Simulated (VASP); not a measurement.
# TaN: single point with PBE

Crystal: TaN.

```
CELL_PARAMETERS angstrom
0.00000 2.16438 2.16438
2.16438 0.00000 2.16438
2.16438 2.16438 0.00000
ATOMIC_POSITIONS crystal
Ta 0.50000 0.50000 0.50000
N 0.00000 0.00000 0.00000
```

This cell differs from its parent crystal: volume scaled by 0.98.

| Quantity | Value |
| --- | --- |
| Program | VASP 6.6.1 |
| Task | single point |
| Functional | PBE |
| Potentials or basis | VASP PAW PBE potentials, release 64 (Ta_pv, N) |
| Cutoff | 520 eV |
| k mesh | 9 × 9 × 9 |
| Occupations | fermi-dirac, width 0.02 eV |
| Spin | no spin polarisation |

| Quantity | Value |
| --- | --- |
| Pressure | 23.8 GPa |
| Band gap on the k mesh | zero (band 8 reaches 11.76 eV, above the bottom of band 9 at 7.85 eV) |

Levels at points of the mesh, in eV from the Fermi level:
```tsv
k point	band 5	band 6	band 7	band 8	band 9	band 10	band 11	band 12
(0.00, 0.00, 0.00)	-3.86	-3.86	-3.86	-2.14	-2.14	-2.14	0.17	0.17
```

Run time: 29 s on 1 thread of AMD EPYC 7R13, with other jobs on the host, peak memory 0.11 GiB.

Caveat: spin-orbit coupling is left out, which moves the levels of the heavy elements.
